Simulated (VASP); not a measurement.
# BaF2 (Fm-3m) in VASP: further runs, part 2 of 2

VASP 6.6.1. The steps go on from the part before.

### Step 4. Electric field gradients, LDA (volume scaled by 0.96)

INCAR

```
SYSTEM = BaF2
PREC = Accurate ; ENCUT = 520
EDIFF = 1E-8 ; ISMEAR = -1
SIGMA = 0.01 ; LREAL = .False.
LASPH = .True. ; NELM = 120
ALGO = Normal ; ISIF = 2
LWAVE = .False. ; LCHARG = .False.
GGA = CA ; LEFG = .True.
NBANDS = 19 ; GGA_COMPAT = .False.
```

KPOINTS

```
regular mesh
0
Gamma
  8 8 8
  0 0 0
```

POSCAR

```
BaF2
1.0
    0.0000000000      3.0581522964      3.0581522964
    3.0581522964      0.0000000000      3.0581522964
    3.0581522964      3.0581522964      0.0000000000
Ba F
1 2
Direct
    0.0000000000      0.0000000000      0.0000000000
    0.2500000000      0.2500000000      0.2500000000
    0.7500000000      0.7500000000      0.7500000000
```

Potentials or basis: VASP PAW LDA potentials, release 64 (Ba_sv, F).

Launch:

```sh
$ cat potpaw_LDA.64/Ba_sv/POTCAR potpaw_LDA.64/F/POTCAR > POTCAR
$ mpirun -np 1 vasp_std > vasp.out
```

OUTCAR:

```text
SYSTEM = BaF2
   PREC = Accurate
   ENCUT = 520
   EDIFF = 1E-8
   ISMEAR = -1
   LREAL = .False.
   LASPH = .True.
   NELM = 120
   ISIF = 2
   GGA = CA

 ion  position               nearest neighbor table
   1  0.000  0.000  0.000-   2 2.65   3 2.65   3 2.65   3 2.65   3 2.65   2 2.65   2 2.65   2 2.65

   2  0.250  0.250  0.250-   1 2.65   1 2.65   1 2.65   1 2.65
   3  0.750  0.750  0.750-   1 2.65   1 2.65   1 2.65   1 2.65

  LATTYP: Found a face centered cubic cell.
 ALAT       =     6.1163045928

  Lattice vectors:

 A1 = (   0.0000000000,   3.0581522964,   3.0581522964)
[... 747 lines left out ...]

 Electric field gradients (V/A^2)
---------------------------------------------------------------------
 ion       V_xx      V_yy      V_zz      V_xy      V_xz      V_yz
---------------------------------------------------------------------
   1      -0.000    -0.000    -0.000     0.000     0.000     0.000
   2       0.000    -0.000     0.000     0.008     0.008     0.008
   3       0.000    -0.000     0.000     0.008     0.008     0.008
---------------------------------------------------------------------

 Electric field gradients after diagonalization (V/A^2)
 (convention: |V_zz| > |V_xx| > |V_yy|)
----------------------------------------------------------------------
 ion       V_xx      V_yy      V_zz     asymmetry (V_yy - V_xx)/ V_zz
----------------------------------------------------------------------
   1      -0.000    -0.000     0.000       0.000
   2      -0.008    -0.008     0.016       0.000
   3      -0.008    -0.008     0.016       0.000
----------------------------------------------------------------------

           NMR quadrupolar parameters

 Cq : quadrupolar parameter    Cq=e*Q*V_zz/h
 eta: asymmetry parameters     (V_yy - V_xx)/ V_zz
 Q  : nuclear electric quadrupole moment in mb (millibarn)
----------------------------------------------------------------------
 ion       Cq(MHz)       eta       Q (mb)
----------------------------------------------------------------------
   1       0.000       0.000       1.000
   2       0.000       0.000       1.000
   3       0.000       0.000       1.000
----------------------------------------------------------------------
```

OSZICAR:

```text
N       E                     dE             d eps       ncg     rms          rms(c)
DAV:   1     0.140962314872E+03    0.14096E+03   -0.13351E+04  1102   0.119E+03
DAV:   2    -0.130726409717E+02   -0.15403E+03   -0.14976E+03  1329   0.264E+02
DAV:   3    -0.202087070547E+02   -0.71361E+01   -0.71072E+01  1379   0.563E+01
DAV:   4    -0.203400628286E+02   -0.13136E+00   -0.13121E+00  1342   0.683E+00
DAV:   5    -0.203437643815E+02   -0.37016E-02   -0.37014E-02  1330   0.888E-01    0.851E+00
DAV:   6    -0.187105193648E+02    0.16332E+01   -0.68590E+00  1138   0.204E+01    0.462E+00
DAV:   7    -0.186558229541E+02    0.54696E-01   -0.26487E-01  1225   0.382E+00    0.232E+00
DAV:   8    -0.186232229117E+02    0.32600E-01   -0.50488E-02  1223   0.216E+00    0.290E-01
DAV:   9    -0.186241367277E+02   -0.91382E-03   -0.67439E-03  1343   0.519E-01    0.121E-01
DAV:  10    -0.186249941484E+02   -0.85742E-03   -0.10530E-03  1144   0.233E-01    0.350E-02
DAV:  11    -0.186249718538E+02    0.22295E-04   -0.99310E-05  1271   0.762E-02    0.182E-02
DAV:  12    -0.186249764391E+02   -0.45853E-05   -0.12406E-05  1162   0.248E-02    0.513E-03
DAV:  13    -0.186249756413E+02    0.79776E-06   -0.26481E-06  1270   0.106E-02    0.174E-03
DAV:  14    -0.186249756182E+02    0.23164E-07   -0.19787E-07  1231   0.332E-03    0.344E-04
DAV:  15    -0.186249756170E+02    0.11905E-08   -0.78850E-09   854   0.760E-04
   1 F= -.18624976E+02 E0= -.18624976E+02  d E =-.705858E-11
```

Run time: 13 s. Hardware: 1 thread of Intel Xeon Platinum 8488C (Sapphire Rapids), shared host; peak memory 0.17 GiB.

What came out:

| Quantity | Value |
| --- | --- |
| Free energy | -18.6250 eV |
| Pressure | -0.9 GPa |
| Band gap on the k mesh | 6.55 eV, indirect (least direct gap 6.66 eV) |

Levels at points of the mesh, in eV from the valence-band top:
```
           k point  band 10  band 11  band 12  band 13  band 14  band 15
(0.00, 0.00, 0.00)    -0.11    -0.11    -0.11     6.55     9.21     9.21
(0.50, 0.00, 0.00)    -0.37    -0.18    -0.18     9.18     9.20     9.20
(0.50, 0.50, 0.00)    -0.31    -0.31    -0.19     7.05     9.08    10.88
```

Caveat: without QUAD_EFG the Cq values of the log hold for a quadrupole moment of 1 mb, not for the nuclei; spin-orbit coupling is left out, which moves the levels of the heavy elements. A k mesh can miss the band edges.

### Step 5. Electric field gradients, LDA (volume scaled by 0.99)

INCAR

```
  PREC = Accurate
  ENCUT = 520
  EDIFF = 1E-8
  ISMEAR = -1
  SIGMA = 0.01
  LREAL = False
  LASPH = True
  NELM = 120
  ALGO = Normal
  ISIF = 2
  LWAVE = False
  LCHARG = False
  LEFG = True
  NBANDS = 19
  GGA_COMPAT = False
```

KPOINTS

```
Automatic mesh
0
Gamma
  8 8 8
```

POSCAR

```
BaF2
1.0
    0.0000000000      3.0896818624      3.0896818624
    3.0896818624      0.0000000000      3.0896818624
    3.0896818624      3.0896818624      0.0000000000
Ba F
1 2
Direct
    0.0000000000      0.0000000000      0.0000000000
    0.2500000000      0.2500000000      0.2500000000
    0.7500000000      0.7500000000      0.7500000000
```

Potentials or basis: VASP PAW LDA potentials, release 64 (Ba_sv, F).

Launch:

```sh
$ cat potpaw_LDA.64/Ba_sv/POTCAR potpaw_LDA.64/F/POTCAR > POTCAR
$ mpirun -np 1 vasp_std > vasp.out
```

OUTCAR:

```text
PREC = Accurate
   ENCUT = 520
   EDIFF = 1E-8
   ISMEAR = -1
   LREAL = False
   LASPH = True
   NELM = 120
   ISIF = 2

 ion  position               nearest neighbor table
   1  0.000  0.000  0.000-   3 2.68   3 2.68   3 2.68   2 2.68   3 2.68   2 2.68   2 2.68   2 2.68

   2  0.250  0.250  0.250-   1 2.68   1 2.68   1 2.68   1 2.68
   3  0.750  0.750  0.750-   1 2.68   1 2.68   1 2.68   1 2.68

  LATTYP: Found a face centered cubic cell.
 ALAT       =     6.1793637248

  Lattice vectors:

 A1 = (   0.0000000000,   3.0896818624,   3.0896818624)
 A2 = (   3.0896818624,   0.0000000000,   3.0896818624)
 A3 = (   3.0896818624,   3.0896818624,   0.0000000000)

Analysis of symmetry for initial positions (statically):
=====================================================================
 Subroutine PRICEL returns:
 Original cell was already a primitive cell.

 Routine SETGRP: Setting up the symmetry group for a
 face centered cubic supercell.

 Subroutine GETGRP returns: Found 48 space group operations
 (whereof 48 operations were pure point group operations)
 out of a pool of 48 trial point group operations.

The static configuration has the point symmetry O_h .

Analysis of symmetry for dynamics (positions and initial velocities):
=====================================================================
 Subroutine PRICEL returns:
 Original cell was already a primitive cell.

 Routine SETGRP: Setting up the symmetry group for a
 face centered cubic supercell.

 Subroutine GETGRP returns: Found 48 space group operations
 (whereof 48 operations were pure point group operations)
 out of a pool of 48 trial point group operations.
[... 156 lines left out ...]

 k-point     1 :       0.0000    0.0000    0.0000
  band No.  band energies     occupation
      1     -25.3158      2.00000
      2     -20.9361      2.00000
      3     -20.8923      2.00000
      4     -10.1693      2.00000
      5     -10.1693      2.00000
      6     -10.1693      2.00000
[... 505 lines left out ...]
      6     -10.3199      2.00000
[... 11 lines left out ...]
     18      10.0445      0.00000
     19      11.3479      0.00000

 [... further k-points ...]
[... 5 lines left out ...]
  --------------------------------------------------------------------------------------
  -------------------------------------------------------------------------------------
  Total       -1.0354318     -1.0354318     -1.0354318      0.0000000      0.0000000      0.0000000
  in kB      -28.1229446    -28.1229446    -28.1229446      0.0000000      0.0000000      0.0000000
  external PRESSURE =     -28.1229446 kB  Pullay stress =       0.0000000 kB

 VOLUME and BASIS-vectors are now :
 -----------------------------------------------------------------------------
  energy-cutoff  :      520.00
  volume of cell :       58.99
      direct lattice vectors                 reciprocal lattice vectors
     0.000000000  3.089681862  3.089681862    -0.161828959  0.161828959  0.161828959
     3.089681862  0.000000000  3.089681862     0.161828959 -0.161828959  0.161828959
     3.089681862  3.089681862  0.000000000     0.161828959  0.161828959 -0.161828959

 POSITION                                       TOTAL-FORCE (eV/Angst)
 -----------------------------------------------------------------------------------
      0.00000      0.00000      0.00000         0.000000     -0.000000     -0.000000
      1.54484      1.54484      1.54484         0.000000      0.000000      0.000000
      4.63452      4.63452      4.63452        -0.000000     -0.000000     -0.000000
 -----------------------------------------------------------------------------------
    total drift:                               -0.000000     -0.000000      0.000000

  FREE ENERGIE OF THE ION-ELECTRON SYSTEM (eV)
  ---------------------------------------------------
  free  energy   TOTEN  =       -18.6062047783 eV

  energy  without entropy=      -18.6062047782  energy(sigma->0) =      -18.60620478

 Electric field gradients (V/A^2)
---------------------------------------------------------------------
 ion       V_xx      V_yy      V_zz      V_xy      V_xz      V_yz
---------------------------------------------------------------------
   1       0.000    -0.000     0.000     0.000     0.000     0.000
   2       0.000     0.000    -0.000     0.009     0.009     0.009
   3       0.000     0.000    -0.000     0.009     0.009     0.009
---------------------------------------------------------------------

 Electric field gradients after diagonalization (V/A^2)
 (convention: |V_zz| > |V_xx| > |V_yy|)
----------------------------------------------------------------------
 ion       V_xx      V_yy      V_zz     asymmetry (V_yy - V_xx)/ V_zz
----------------------------------------------------------------------
   1      -0.000    -0.000     0.000       0.000
   2      -0.009    -0.009     0.018       0.000
   3      -0.009    -0.009     0.018       0.000
----------------------------------------------------------------------

           NMR quadrupolar parameters

 Cq : quadrupolar parameter    Cq=e*Q*V_zz/h
 eta: asymmetry parameters     (V_yy - V_xx)/ V_zz
 Q  : nuclear electric quadrupole moment in mb (millibarn)
----------------------------------------------------------------------
 ion       Cq(MHz)       eta       Q (mb)
----------------------------------------------------------------------
   1       0.000       0.000       1.000
   2       0.000       0.000       1.000
   3       0.000       0.000       1.000
----------------------------------------------------------------------
```

OSZICAR:

```text
N       E                     dE             d eps       ncg     rms          rms(c)
DAV:   1     0.144789738909E+03    0.14479E+03   -0.12980E+04  1102   0.118E+03
DAV:   2    -0.125931263952E+02   -0.15738E+03   -0.15242E+03  1359   0.257E+02
DAV:   3    -0.201781656618E+02   -0.75850E+01   -0.75466E+01  1368   0.576E+01
DAV:   4    -0.203326026549E+02   -0.15444E+00   -0.15426E+00  1397   0.735E+00
DAV:   5    -0.203365896286E+02   -0.39870E-02   -0.39869E-02  1294   0.947E-01    0.832E+00
DAV:   6    -0.186956474877E+02    0.16409E+01   -0.70136E+00  1141   0.201E+01    0.441E+00
DAV:   7    -0.186373640276E+02    0.58283E-01   -0.25684E-01  1199   0.379E+00    0.221E+00
DAV:   8    -0.186041037130E+02    0.33260E-01   -0.50480E-02  1242   0.217E+00    0.273E-01
DAV:   9    -0.186053103839E+02   -0.12067E-02   -0.59507E-03  1361   0.477E-01    0.123E-01
DAV:  10    -0.186062182712E+02   -0.90789E-03   -0.10069E-03  1144   0.224E-01    0.329E-02
DAV:  11    -0.186062002151E+02    0.18056E-04   -0.71159E-05  1259   0.655E-02    0.173E-02
DAV:  12    -0.186062051476E+02   -0.49325E-05   -0.89460E-06  1153   0.208E-02    0.341E-03
DAV:  13    -0.186062048157E+02    0.33194E-06   -0.12332E-06  1374   0.700E-03    0.202E-03
DAV:  14    -0.186062047779E+02    0.37761E-07   -0.15202E-07  1253   0.289E-03    0.224E-04
DAV:  15    -0.186062047783E+02   -0.36084E-09   -0.83988E-09   997   0.732E-04
   1 F= -.18606205E+02 E0= -.18606205E+02  d E =-.172564E-10
```

stdout:

```text
POSCAR found type information on POSCAR BaF
 POSCAR found :  2 types and       3 ions
 scaLAPACK will be used
 LDA part: xc-table for (Slater(with rela. corr.)+CA(PZ))
 , standard interpolation
 POSCAR, INCAR and KPOINTS ok, starting setup
 FFT: planning ... GRIDC
 FFT: planning ... GRID_SOFT
 FFT: planning ... GRID
 WAVECAR not read
 entering main loop
ion   1

ion   2

ion   3
```

Wall time 13 s (1 thread of Intel Xeon Platinum 8488C (Sapphire Rapids), shared host); peak memory 0.17 GiB.

Results:

```yaml
Free_energy: -18.6062 eV
Pressure: -2.8 GPa
Band_gap_on_the_k_mesh: 6.43 eV, indirect (least direct gap 6.52 eV)
```

Caveat: without QUAD_EFG the Cq values of the log hold for a quadrupole moment of 1 mb, not for the nuclei; spin-orbit coupling is left out, which moves the levels of the heavy elements. A k mesh can miss the band edges.

### Step 6. The runs side by side

| cell | gap on the mesh (eV) | pressure (GPa) |
| --- | --- | --- |
| a = 4.442 Å, angles 60.0°, 3 atoms | 6.23 | -5.3 |
| a = 4.325 Å, angles 60.0°, 3 atoms | 6.55 | -0.9 |
| a = 4.369 Å, angles 60.0°, 3 atoms | 6.43 | -2.8 |

Alike in all rows: task electric field gradients; level LDA; potentials or basis VASP PAW LDA potentials, release 64 (Ba_sv, F); no spin polarisation; k mesh 8 × 8 × 8; cutoff (eV) 520; smearing fermi-dirac 0.01 eV.

Caveats: spin-orbit coupling is left out, which moves the levels of the heavy elements.

Absolute energies hang on the potentials; compare differences alone.
